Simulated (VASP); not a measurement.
# ZnO (P6_3mc) in VASP: single point with r2SCAN

Aim: the single point of ZnO with r2SCAN.

All numbers are computed with VASP 6.6.1; they aren't measurements. Logs are shortened: lines on timing, memory, paths and dates and some standing lists are left out, and cuts for length are marked.

**The experiment to reproduce.**

“Electronic structure of alkaline earth and post-transition metal oxides”, 2009, arxiv:0908.1581 quotes, for a bulk crystal of ZnO: band gap 3.37 eV.

The runs below are set against these values where they give the same quantity.

## 1. The cell of the first run

Symmetry: P6_3mc, No. 186, hexagonal system. The conventional cell has a = 3.235 Å, b = 3.235 Å, c = 5.211 Å, α = 90.00°, β = 90.00°, γ = 120.00°. Within 2.6 Å of Zn (site symmetry 3m) lie 4 O at 1.97 to 1.98 Å. O (site symmetry 3m) has 4 Zn at 1.97 to 1.98 Å within 2.6 Å.

## 2. Single point, r2SCAN

The input, POSCAR:

```
ZnO
1.0
    3.2352733202      0.0000000000      0.0000000000
   -1.6176366601      2.8018288835      0.0000000000
    0.0000000000      0.0000000000      5.2109280156
Zn O
2 2
Direct
    0.3333333333      0.6666666667      0.0016817710
    0.6666666667      0.3333333333      0.5016817710
    0.3333333333      0.6666666667      0.3813182290
    0.6666666667      0.3333333333      0.8813182290
```

The input, INCAR.step1:

```
ALGO     = Normal         # electronic algorithm
EDIFF    = 1E-4           # SCF threshold, eV
ENCUT    = 520            # plane-wave cutoff, eV
GGA      = PE             # functional
ISMEAR   = 0              # smearing method
LASPH    = True           # aspherical terms in the spheres
LCHARG   = False          # write CHGCAR
LREAL    = False          # projectors in reciprocal space
LWAVE    = True           # write WAVECAR
NBANDS   = 26             # bands
NELM     = 80             # most SCF steps
PREC     = Accurate       # precision mode
SIGMA    = 0.02           # smearing width, eV
```

The input, INCAR.step2:

```
ALGO     = Normal         # electronic algorithm
EDIFF    = 1E-6           # SCF threshold, eV
ENCUT    = 520            # plane-wave cutoff, eV
ISIF     = 2              # what is computed and relaxed
ISMEAR   = 0              # smearing method
ISTART   = 1            
LASPH    = True           # aspherical terms in the spheres
LCHARG   = False          # write CHGCAR
LMIXTAU  = True         
LREAL    = False          # projectors in reciprocal space
LWAVE    = False          # write WAVECAR
METAGGA  = R2SCAN         # meta-GGA
NBANDS   = 26             # bands
NELM     = 80             # most SCF steps
PREC     = Accurate       # precision mode
SIGMA    = 0.02           # smearing width, eV
```

The input, KPOINTS:

```
k-points
0
Gamma
  12 12 8
```

Potentials or basis: VASP PAW PBE potentials, release 64 (Zn, O).

Run with:

```bash
cat potpaw_PBE.64/Zn/POTCAR potpaw_PBE.64/O/POTCAR > POTCAR
cp INCAR.step1 INCAR
mpirun -np 1 vasp_std > vasp.out
cp INCAR.step2 INCAR
mpirun -np 1 vasp_std > vasp.out
```

OUTCAR:

```text
EDIFF = 1E-6
   ENCUT = 520
   ISIF = 2
   ISMEAR = 0
   ISTART = 1
   LASPH = True
   LREAL = False
   METAGGA = R2SCAN
   NELM = 80
   PREC = Accurate

 ion  position               nearest neighbor table
   1  0.333  0.667  0.002-   4 1.97   4 1.97   4 1.97   3 1.98
   2  0.667  0.333  0.502-   3 1.97   3 1.97   3 1.97   4 1.98
   3  0.333  0.667  0.381-   2 1.97   2 1.97   2 1.97   1 1.98
   4  0.667  0.333  0.881-   1 1.97   1 1.97   1 1.97   2 1.98

  LATTYP: Found a hexagonal cell.
 ALAT       =     3.2352733202
 C/A-ratio  =     1.6106608314

  Lattice vectors:

 A1 = (   3.2352733202,   0.0000000000,   0.0000000000)
 A2 = (  -1.6176366601,   2.8018288835,   0.0000000000)
 A3 = (   0.0000000000,   0.0000000000,   5.2109280156)

Analysis of symmetry for initial positions (statically):
=====================================================================
 Subroutine PRICEL returns:
 Original cell was already a primitive cell.

 Routine SETGRP: Setting up the symmetry group for a
 hexagonal supercell.

 Subroutine GETGRP returns: Found 12 space group operations
 (whereof  6 operations were pure point group operations)
 out of a pool of 24 trial point group operations.

The static configuration has the point symmetry C_3v.
 The point group associated with its full space group is C_6v.

Analysis of symmetry for dynamics (positions and initial velocities):
=====================================================================
 Subroutine PRICEL returns:
 Original cell was already a primitive cell.

 Routine SETGRP: Setting up the symmetry group for a
 hexagonal supercell.

 Subroutine GETGRP returns: Found 12 space group operations
 (whereof  6 operations were pure point group operations)
 out of a pool of 24 trial point group operations.

The dynamic configuration has the point symmetry C_3v.
 The point group associated with its full space group is C_6v.

 Subroutine INISYM returns: Found 12 space group operations
 (whereof  6 operations are pure point group operations),
 and found     1 'primitive' translations

----------------------------------------------------------------------------------------

                                     Primitive cell
[... 84 lines left out ...]
   NGXF,Y,Z  is equivalent  to a cutoff of  24.67, 24.67, 25.52 a.u.
 SYSTEM =  unknown system
   PREC   = accura    normal or accurate (medium, high low for compatibility)
   ISTART =      1    job   : 0-new  1-cont  2-samecut
   ICHARG =      0    charge: 1-file 2-atom 10-const
   ISPIN  =      1    spin polarized calculation?
   LNONCOLLINEAR =      F non collinear calculations
   LSORBIT =      F    spin-orbit coupling
   LASPH  =      T    aspherical Exc in radial PAW
   ENCUT  =  520.0 eV  38.22 Ry    6.18 a.u.   6.02  6.02  9.69*2*pi/ulx,y,z
   NELM   =     80;   NELMIN=  2; NELMDL=  0     # of ELM steps
   EDIFF  = 0.1E-05   stopping-criterion for ELM
   LREAL  =      F    real-space projection
   EDIFFG = 0.1E-04   stopping-criterion for IOM
   NSW    =      0    number of steps for IOM
   IBRION =     -1    ionic relax: 0-MD 1-quasi-New 2-CG
   NFREE  =      0    steps in history (QN), initial steepest desc. (CG)
   ISIF   =      2    stress and relaxation
   ISYM   =      2    0-nonsym 1-usesym 2-fastsym
   POTIM  = 0.5000    time-step for ionic-motion
   TEBEG  =    0.0;   TEEND  =   0.0 temperature during run
   PSTRESS=    0.0 pullay stress
   NELECT =      36.0000    total number of electrons
   NUPDOWN=      -1.0000    fix difference up-down
   EMIN   =  10.00;   EMAX   =-10.00  energy-range for DOS
   EFERMI =   0.00;   METHOD = LEGACY
   ISMEAR =     0;   SIGMA  =   0.02  broadening in eV -4-tet -1-fermi 0-gaus
   EFERMI_NEDOS =   21; number of points for ismear=-14 and -15
   IALGO  =     38    algorithm
   IMIX   =      4    mixing-type and parameters
     AMIX     =   0.40;   BMIX     =  1.00
     AMIX_MAG =   1.60;   BMIX_MAG =  1.00
  volume/ion in A,a.u.               =      11.81        79.69
  Fermi-wavevector in a.u.,A,eV,Ry     =   1.495385  2.825868 30.425038  2.236177
  Thomas-Fermi vector in A             =   2.607537
   LORBIT       =      0    0 simple, 1 ext, 2 COOP (PROOUT), +10 PAW based schemes
   METAGGA = R2SCAN    functional components
   LHFCALC =     F    Hartree Fock is set to
   AEXX    =    0.0000 exact exchange contribution
   IVDW    =     0    specifies the selected vdW correction
   LEPSILON=     F    determine dielectric tensor
   LRPA    =     F    only Hartree local field effects (RPA)
 non-spin polarized calculation
 Gauss-broadening in eV      SIGMA  =   0.02
  energy-cutoff  :      520.00
  volume of cell :       47.24
 maximum number of plane-waves:      1296
   NGX = 13   NGY = 13   NGZ = 19

 number of electron      36.0000026 magnetization

 Free energy of the ion-electron system (eV)
  ---------------------------------------------------
  ext. energy  EPLUGINS =         0.00000000
  ---------------------------------------------------
  free energy    TOTEN  =       -36.31652290 eV

  energy without entropy =      -36.31652290  energy(sigma->0) =      -36.31652290

 E-fermi :   1.0379     XC(G=0): -11.7066

 val. band max:        0.9191151297   @ k =   0.0000   0.0000   0.0000
 cond. band min:       2.1541293679   @ k =   0.0000   0.0000   0.0000
 fundamental gap:      1.2350142382
 Fermi energy:         1.0379154365

 k-point     1 :       0.0000    0.0000    0.0000
  band No.  band energies     occupation
      1     -18.2269      2.00000
      2     -17.5305      2.00000
      3      -4.9393      2.00000
      4      -4.9393      2.00000
      5      -4.8826      2.00000
      6      -4.8358      2.00000
[... 685 lines left out ...]
     25      15.1997      0.00000
     26      15.9185      0.00000

 [... further k-points ...]
[... 5 lines left out ...]
  --------------------------------------------------------------------------------------
  -------------------------------------------------------------------------------------
  Total        0.2781299      0.2781299      0.3038858     -0.0000000      0.0000000      0.0000000
  in kB        9.4338855      9.4338855     10.3074996     -0.0000000      0.0000000      0.0000000
  external PRESSURE =       9.7250902 kB  Pullay stress =       0.0000000 kB

 VOLUME and BASIS-vectors are now :
 -----------------------------------------------------------------------------
  energy-cutoff  :      520.00
  volume of cell :       47.24
      direct lattice vectors                 reciprocal lattice vectors
     3.235273320  0.000000000  0.000000000     0.309092896  0.178454867  0.000000000
    -1.617636660  2.801828883  0.000000000     0.000000000  0.356909733  0.000000000
     0.000000000  0.000000000  5.210928016     0.000000000  0.000000000  0.191904397

 POSITION                                       TOTAL-FORCE (eV/Angst)
 -----------------------------------------------------------------------------------
     -0.00000      1.86789      0.00876        -0.000000     -0.000000     -0.011389
      1.61764      0.93394      2.61423         0.000000      0.000000     -0.011389
     -0.00000      1.86789      1.98702        -0.000000      0.000000      0.011389
      1.61764      0.93394      4.59249        -0.000000      0.000000      0.011389
 -----------------------------------------------------------------------------------
    total drift:                               -0.000000      0.000000     -0.086282

  FREE ENERGIE OF THE ION-ELECTRON SYSTEM (eV)
  ---------------------------------------------------
  free  energy   TOTEN  =       -36.3165229015 eV

  energy  without entropy=      -36.3165229015  energy(sigma->0) =      -36.31652290
```

It took 4.9 min on 1 thread of Intel Xeon Platinum 8259CL at 2.50GHz (Skylake/Cascade Lake), shared host; peak memory 0.23 GiB.

What came out:

```yaml
Free_energy: -36.3165 eV
Pressure: 1.0 GPa
Largest_force: 0.011 eV/Å
Band_gap_on_the_k_mesh: 1.24 eV
```

Forces on the atoms (eV/Å):
```
Zn   0.000  0.000 -0.011
Zn   0.000  0.000 -0.011
O    0.000  0.000  0.011
O    0.000  0.000  0.011
```

Stress tensor (GPa, compression positive):
```
0.94 0.00 0.00
0.00 0.94 0.00
0.00 0.00 1.03
```

Levels at points of the mesh, in eV from the valence-band top:
| k point | band 15 | band 16 | band 17 | band 18 | band 19 | band 20 | band 21 | band 22 |
| --- | --- | --- | --- | --- | --- | --- | --- | --- |
| (0.00, 0.00, 0.00) | -0.82 | -0.09 | 0.00 | 0.00 | 1.24 | 5.87 | 8.83 | 13.73 |
| (0.50, 0.00, 0.00) | -2.87 | -2.34 | -1.31 | -0.87 | 6.43 | 7.36 | 8.08 | 9.32 |
| (0.00, 0.00, 0.50) | -0.40 | -0.40 | -0.40 | -0.40 | 3.94 | 3.94 | 10.83 | 10.83 |
| (0.50, 0.00, 0.50) | -1.56 | -1.56 | -1.41 | -1.41 | 6.25 | 6.25 | 9.18 | 9.18 |

Caveat: the PAW data sets were made with another functional, which shifts forces and pressure a little.

## 3. How close it comes

Step 2. Measured gap of ZnO: 3.37 eV (quoted in “Electronic structure of alkaline earth and post-transition metal oxides”, 2009, arxiv:0908.1581). This calculation gives 1.24 eV (-2.13 eV). So large a miss can be the level of theory's own, or it may mean another phase, state or a wrong row. The value is that of r2SCAN on a finite k mesh, which can miss the band edges, without temperature or zero-point motion.
